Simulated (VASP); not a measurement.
Here is a VASP 6.6.1 calculation.

INCAR

```
SYSTEM = GaP
  ALGO = Normal
  EDIFF = 1E-6
  ENCUT = 520
  GGA = PS
  ISIF = 2
  ISMEAR = 0
  LASPH = .TRUE.
  LCHARG = .FALSE.
  LREAL = .FALSE.
  LWAVE = .FALSE.
  NBANDS = 16
  NELM = 60
  PREC = Accurate
  SIGMA = 0.05
```

File KPOINTS:

```
k-points
0
G
  10 10 10
  0 0 0
```

File POSCAR:

```
GaP
1.0
    0.0000000000      2.6713626843      2.7437989773
    2.7437989773      0.0000000000      2.7437989773
    2.7437989773      2.6713626843      0.0000000000
Ga P
1 1
Direct
    0.0000000000      0.0000000000      0.0000000000
    0.7500000000      0.7500000000      0.7500000000
```

Potentials or basis: VASP PAW PBE potentials, release 64 (Ga_d, P).

Command:

```bash
$ cat potpaw_PBE.64/Ga_d/POTCAR potpaw_PBE.64/P/POTCAR > POTCAR
$ mpirun -np 1 vasp_std > vasp.out
```

What does it give for the pressure?

-0.1 GPa.

What does it give for the band gap on the k mesh?

1.22 eV, indirect (least direct gap 1.70 eV).

Stress tensor (GPa, compression positive):
```
-0.76  0.00  0.00
 0.00  1.14  0.00
 0.00  0.00 -0.76
```

Caveat: the PAW data sets were made with another functional, which shifts forces and pressure a little. A k mesh can miss the band edges.
